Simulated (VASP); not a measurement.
Runs of VASP 6.6.1 on NaMgI3. The structure is that of space group Pm-3m (No. 221), or close to it. The cells are those of the table. 

```tsv
level	cell	smearing	gap on the mesh (eV)	pressure (GPa)
r2SCAN	a = 5.759 Å, 5 atoms	gaussian 0.01 eV	(a)	0.2
PBE	a = 5.788 Å, 5 atoms	fermi-dirac 0.02 eV	1.19	0.2
r2SCAN	a = 5.673, b = 5.788, c = 5.788 Å, 5 atoms	gaussian 0.01 eV	1.78	(b)
r2SCAN	a = 5.846 Å, 5 atoms	gaussian 0.01 eV	1.76	(c)
PBE	a = 5.846 Å, 5 atoms	fermi-dirac 0.02 eV	1.15	-0.3
```

Alike in all rows: task single point; potentials or basis VASP PAW PBE potentials, release 64 (Na_pv, Mg, I); no spin polarisation; k mesh 4 × 4 × 4; cutoff (eV) 520.

**Question.** Estimate the missing entries.

**Answer.** (a) 1.79; (b) 0.4; (c) -0.7.

Caveats: spin-orbit coupling is left out, which moves the levels of the heavy elements; the PAW data sets were made with another functional, which shifts forces and pressure a little (at least some runs).

A k mesh can miss the band edges, and the runs leave out spin-orbit coupling on I.
